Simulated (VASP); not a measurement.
# MoS (Fm-3m) in VASP: notebook, part 3 of 3

VASP 6.6.1.

## 5. Single point, r2SCAN

POSCAR reads:

```
MoS
1.0
    0.0000000000      2.4478204267      2.4478204267
    2.4478204267      0.0000000000      2.4478204267
    2.4478204267      2.4478204267      0.0000000000
Mo S
1 1
Direct
    0.0000000000      0.0000000000      0.0000000000
    0.5000000000      0.5000000000      0.5000000000
```

INCAR.step1 reads:

```
ALGO = Normal ; EDIFF = 1E-4
ENCUT = 520 ; GGA = PE
ISMEAR = 0 ; LASPH = T
LCHARG = F ; LREAL = F
LWAVE = T ; NBANDS = 17
NELM = 80 ; PREC = Accurate
SIGMA = 0.1
```

INCAR.step2 reads:

```
ALGO = Normal ; EDIFF = 1E-6
ENCUT = 520 ; ISIF = 2
ISMEAR = 0 ; ISTART = 1
LASPH = T ; LCHARG = F
LMIXTAU = T ; LREAL = F
LWAVE = F ; METAGGA = R2SCAN
NBANDS = 17 ; NELM = 80
PREC = Accurate ; SIGMA = 0.1
```

KPOINTS reads:

```
k-points
0
Gamma
  14 14 14
```

Potentials or basis: VASP PAW PBE potentials, release 64 (Mo_sv, S).

Run with:

```bash
cat potpaw_PBE.64/Mo_sv/POTCAR potpaw_PBE.64/S/POTCAR > POTCAR
cp INCAR.step1 INCAR
mpirun -np 1 vasp_std > vasp.out
cp INCAR.step2 INCAR
mpirun -np 1 vasp_std > vasp.out
```

OUTCAR:

```text
EDIFF = 1E-6
   ENCUT = 520
   ISIF = 2
   ISMEAR = 0
   ISTART = 1
   LASPH = T
   LREAL = F
   METAGGA = R2SCAN
   NELM = 80
   PREC = Accurate

 ion  position               nearest neighbor table
   1  0.000  0.000  0.000-   2 2.45   2 2.45   2 2.45   2 2.45   2 2.45   2 2.45
   2  0.500  0.500  0.500-   1 2.45   1 2.45   1 2.45   1 2.45   1 2.45   1 2.45

  LATTYP: Found a face centered cubic cell.
 ALAT       =     4.8956408534

  Lattice vectors:

 A1 = (   0.0000000000,   2.4478204267,   2.4478204267)
 A2 = (   2.4478204267,   0.0000000000,   2.4478204267)
 A3 = (   2.4478204267,   2.4478204267,   0.0000000000)

Analysis of symmetry for initial positions (statically):
=====================================================================
 Subroutine PRICEL returns:
 Original cell was already a primitive cell.

 Routine SETGRP: Setting up the symmetry group for a
 face centered cubic supercell.

 Subroutine GETGRP returns: Found 48 space group operations
 (whereof 48 operations were pure point group operations)
 out of a pool of 48 trial point group operations.

The static configuration has the point symmetry O_h .

Analysis of symmetry for dynamics (positions and initial velocities):
=====================================================================
 Subroutine PRICEL returns:
 Original cell was already a primitive cell.

 Routine SETGRP: Setting up the symmetry group for a
 face centered cubic supercell.

 Subroutine GETGRP returns: Found 48 space group operations
 (whereof 48 operations were pure point group operations)
 out of a pool of 48 trial point group operations.

The dynamic configuration has the point symmetry O_h .

 Subroutine INISYM returns: Found 48 space group operations
 (whereof 48 operations are pure point group operations),
 and found     1 'primitive' translations

----------------------------------------------------------------------------------------

                                     Primitive cell

  volume of cell :      29.3338

  direct lattice vectors                    reciprocal lattice vectors
     0.000000000  2.447820427  2.447820427    -0.204263350  0.204263350  0.204263350
     2.447820427  0.000000000  2.447820427     0.204263350 -0.204263350  0.204263350
     2.447820427  2.447820427  0.000000000     0.204263350  0.204263350 -0.204263350

  length of vectors
     3.461740846  3.461740846  3.461740846     0.353794500  0.353794500  0.353794500

  position of ions in fractional coordinates (direct lattice)
     0.000000000  0.000000000  0.000000000
     0.500000000  0.500000000  0.500000000

  ion indices of the primitive-cell ions
   primitive index   ion index
                 1           1
                 2           2

----------------------------------------------------------------------------------------

 KPOINTS: k-points

Automatic generation of k-mesh.
 Grid dimensions read from file:
 generate k-points for:   14   14   14

 Generating k-lattice:

  Cartesian coordinates                     Fractional coordinates (reciprocal lattice)
    -0.014590239  0.014590239  0.014590239     0.071428571  0.000000000  0.000000000
     0.014590239 -0.014590239  0.014590239     0.000000000  0.071428571  0.000000000
     0.014590239  0.014590239 -0.014590239     0.000000000  0.000000000  0.071428571

  Length of vectors
     0.025271036  0.025271036  0.025271036

  Shift w.r.t. Gamma in fractional coordinates (k-lattice)
     0.000000000  0.000000000  0.000000000

 Subroutine IBZKPT returns following result:
 ===========================================

 Found    104 irreducible k-points:

 Following reciprocal coordinates:
            Coordinates               Weight
  0.000000  0.000000  0.000000      1.000000
  0.071429  0.000000  0.000000      8.000000
  0.142857  0.000000  0.000000      8.000000
  0.214286  0.000000  0.000000      8.000000
  0.285714  0.000000  0.000000      8.000000
  0.357143  0.000000  0.000000      8.000000
[... 16 lines left out ...]
  0.214286  0.142857  0.000000     24.000000
  0.285714  0.142857  0.000000     24.000000
 [... further k-points ...]
   k-points           NKPTS =    104   k-points in BZ     NKDIM =    104   number of bands    NBANDS=     17
   number of dos      NEDOS =    301   number of ions     NIONS =      2
   total plane-waves  NPLWV =  21952
   dimension x,y,z NGX =    28 NGY =   28 NGZ =   28
   dimension x,y,z NGXF=    56 NGYF=   56 NGZF=   56
   ions per type =               1   1
   NGX,Y,Z   is equivalent  to a cutoff of  13.45, 13.45, 13.45 a.u.
   NGXF,Y,Z  is equivalent  to a cutoff of  26.89, 26.89, 26.89 a.u.
 SYSTEM =  unknown system
   PREC   = accura    normal or accurate (medium, high low for compatibility)
   ISTART =      1    job   : 0-new  1-cont  2-samecut
   ICHARG =      0    charge: 1-file 2-atom 10-const
   ISPIN  =      1    spin polarized calculation?
   LNONCOLLINEAR =      F non collinear calculations
   LSORBIT =      F    spin-orbit coupling
   LASPH  =      T    aspherical Exc in radial PAW
   ENCUT  =  520.0 eV  38.22 Ry    6.18 a.u.   6.44  6.44  6.44*2*pi/ulx,y,z
   NELM   =     80;   NELMIN=  2; NELMDL=  0     # of ELM steps
   EDIFF  = 0.1E-05   stopping-criterion for ELM
   LREAL  =      F    real-space projection
   EDIFFG = 0.1E-04   stopping-criterion for IOM
   NSW    =      0    number of steps for IOM
   IBRION =     -1    ionic relax: 0-MD 1-quasi-New 2-CG
   NFREE  =      0    steps in history (QN), initial steepest desc. (CG)
   ISIF   =      2    stress and relaxation
   ISYM   =      2    0-nonsym 1-usesym 2-fastsym
   POTIM  = 0.5000    time-step for ionic-motion
   TEBEG  =    0.0;   TEEND  =   0.0 temperature during run
   PSTRESS=    0.0 pullay stress
   NELECT =      20.0000    total number of electrons
   NUPDOWN=      -1.0000    fix difference up-down
   EMIN   =  10.00;   EMAX   =-10.00  energy-range for DOS
   EFERMI =   0.00;   METHOD = LEGACY
   ISMEAR =     0;   SIGMA  =   0.10  broadening in eV -4-tet -1-fermi 0-gaus
   EFERMI_NEDOS =   21; number of points for ismear=-14 and -15
   IALGO  =     38    algorithm
   IMIX   =      4    mixing-type and parameters
     AMIX     =   0.40;   BMIX     =  1.00
     AMIX_MAG =   1.60;   BMIX_MAG =  1.00
  volume/ion in A,a.u.               =      14.67        98.98
  Fermi-wavevector in a.u.,A,eV,Ry     =   1.440883  2.722873 28.247638  2.076143
  Thomas-Fermi vector in A             =   2.559577
   LORBIT       =      0    0 simple, 1 ext, 2 COOP (PROOUT), +10 PAW based schemes
   METAGGA = R2SCAN    functional components
   LHFCALC =     F    Hartree Fock is set to
   AEXX    =    0.0000 exact exchange contribution
   IVDW    =     0    specifies the selected vdW correction
   LEPSILON=     F    determine dielectric tensor
   LRPA    =     F    only Hartree local field effects (RPA)
 non-spin polarized calculation
 Gauss-broadening in eV      SIGMA  =   0.10
  energy-cutoff  :      520.00
  volume of cell :       29.33
 maximum number of plane-waves:       808
 NGX is ok and might be reduce to    28
   NGX = 13   NGY = 13   NGZ = 13

 number of electron      19.9999999 magnetization

 Free energy of the ion-electron system (eV)
  ---------------------------------------------------
  ext. energy  EPLUGINS =         0.00000000
  ---------------------------------------------------
  free energy    TOTEN  =       -33.73910089 eV

  energy without entropy =      -33.72630009  energy(sigma->0) =      -33.73270049

 E-fermi :  12.1865     XC(G=0): -13.3036

 val. band max:       12.1780604901   @ k =  -0.2143   0.2857   0.0714
 cond. band min:      12.1873764989   @ k =   0.5000   0.2857   0.1429
 fundamental gap:      0.0093160088
 Fermi energy:        12.1865413607

 k-point     1 :       0.0000    0.0000    0.0000
  band No.  band energies     occupation
      1     -51.2524      2.00000
      2     -24.6151      2.00000
      3     -24.6151      2.00000
      4     -24.6151      2.00000
      5      -5.2408      2.00000
      6       8.8756      2.00000
[... 9 lines left out ...]
     16      25.2354      0.00000
     17      25.2354      0.00000
[... 441 lines left out ...]
 k-point    24 :       0.2857    0.1429    0.0000
  band No.  band energies     occupation
      1     -51.2393      2.00000
      2     -24.7440      2.00000
      3     -24.6473      2.00000
      4     -24.6428      2.00000
      5      -4.2681      2.00000
      6       4.8265      2.00000
[... 9 lines left out ...]
     16      22.2270      0.00000
     17      22.2634      0.00000

 [... further k-points ...]

------------------------ aborting loop because EDIFF is reached ----------------------------------------

  FORCE on cell =-STRESS in cart. coord.  units (eV):
  Direction    XX          YY          ZZ          XY          YZ          ZX
  --------------------------------------------------------------------------------------
  -------------------------------------------------------------------------------------
  Total        1.1579751      1.1579751      1.1579751      0.0000000      0.0000000      0.0000000
  in kB       63.2471779     63.2471779     63.2471779      0.0000000      0.0000000      0.0000000
  external PRESSURE =      63.2471779 kB  Pullay stress =       0.0000000 kB

 VOLUME and BASIS-vectors are now :
 -----------------------------------------------------------------------------
  energy-cutoff  :      520.00
  volume of cell :       29.33
      direct lattice vectors                 reciprocal lattice vectors
     0.000000000  2.447820427  2.447820427    -0.204263350  0.204263350  0.204263350
     2.447820427  0.000000000  2.447820427     0.204263350 -0.204263350  0.204263350
     2.447820427  2.447820427  0.000000000     0.204263350  0.204263350 -0.204263350

 POSITION                                       TOTAL-FORCE (eV/Angst)
 -----------------------------------------------------------------------------------
      0.00000      0.00000      0.00000        -0.000000     -0.000000      0.000000
      2.44782      2.44782      2.44782         0.000000      0.000000     -0.000000
 -----------------------------------------------------------------------------------
    total drift:                               -0.000000      0.000000      0.000000

  FREE ENERGIE OF THE ION-ELECTRON SYSTEM (eV)
  ---------------------------------------------------
  free  energy   TOTEN  =       -33.7391008888 eV

  energy  without entropy=      -33.7263000853  energy(sigma->0) =      -33.73270049
```

OUTCAR.step1:

```text
EDIFF = 1E-4
   ENCUT = 520
   GGA = PE
   ISMEAR = 0
   LASPH = T
[... 701 lines left out ...]
 -----------------------------------------------------------------------------------
      0.00000      0.00000      0.00000        -0.000000     -0.000000      0.000000
      2.44782      2.44782      2.44782         0.000000      0.000000      0.000000
 -----------------------------------------------------------------------------------
    total drift:                               -0.000000      0.000000      0.000000

  FREE ENERGIE OF THE ION-ELECTRON SYSTEM (eV)
  ---------------------------------------------------
  free  energy   TOTEN  =       -14.6162915453 eV

  energy  without entropy=      -14.6033488146  energy(sigma->0) =      -14.60982018
```

Wall time 4.3 min (1 thread of Intel Xeon 8259CL, shared host); peak memory 0.2 GiB.

Results:

- Free energy: -33.7391 eV
- Pressure: 6.3 GPa
- Band gap on the k mesh: zero (bands 10 and 11 overlap by 3.06 eV)

Levels at points of the mesh, in eV from the Fermi level:
| k point | band 6 | band 7 | band 8 | band 9 | band 10 | band 11 | band 12 | band 13 | band 14 | band 15 |
| --- | --- | --- | --- | --- | --- | --- | --- | --- | --- | --- |
| (0.00, 0.00, 0.00) | -3.31 | -3.31 | -3.31 | -2.65 | -2.65 | -2.65 | -2.17 | -2.17 | 4.50 | 9.39 |
| (0.50, 0.00, 0.00) | -9.30 | -6.98 | -6.98 | 0.02 | 0.02 | 0.87 | 2.88 | 5.54 | 5.54 | 6.69 |
| (0.50, 0.50, 0.00) | -7.21 | -4.74 | -4.74 | -4.63 | -1.03 | 0.79 | 0.79 | 2.09 | 3.96 | 11.23 |

Caveat: the cell stands under pressure; the PAW data sets were made with another functional, which shifts forces and pressure a little.

## 6. Overview

| task | level | cell | k mesh | cutoff (eV) | gap on the mesh (eV) | pressure (GPa) |
| --- | --- | --- | --- | --- | --- | --- |
| single point | PBEsol | a = 3.462 Å, angles 60.0°, 2 atoms | 8 × 8 × 8 | 520 | none | 0.1 |
| relaxation of cell and atoms | PBEsol | relaxed from a = 3.415 Å, angles 60.0°, 2 atoms | 8 × 8 × 8 | 600 | none | -0.2 |
| single point | PBEsol | a = 3.462 Å, angles 60.0°, 2 atoms | 14 × 14 × 14 | 520 | none | 0.3 |
| single point | r2SCAN | a = 3.462 Å, angles 60.0°, 2 atoms | 14 × 14 × 14 | 520 | none | 6.3 |

Alike in all rows: potentials or basis VASP PAW PBE potentials, release 64 (Mo_sv, S); no spin polarisation; smearing gaussian 0.1 eV.

The pressure there spans 0.1 GPa (PBEsol) to 6.3 GPa (r2SCAN); a positive pressure means that this level wants a larger cell, a negative one a smaller.

Caveats: the PAW data sets were made with another functional, which shifts forces and pressure a little; the cell stands under pressure (at least some runs).

Total energies depend on the potentials used, so only differences within one code and one set of settings carry meaning.

The gap in the log of VASP goes by the Fermi energy; the results here count the filled bands.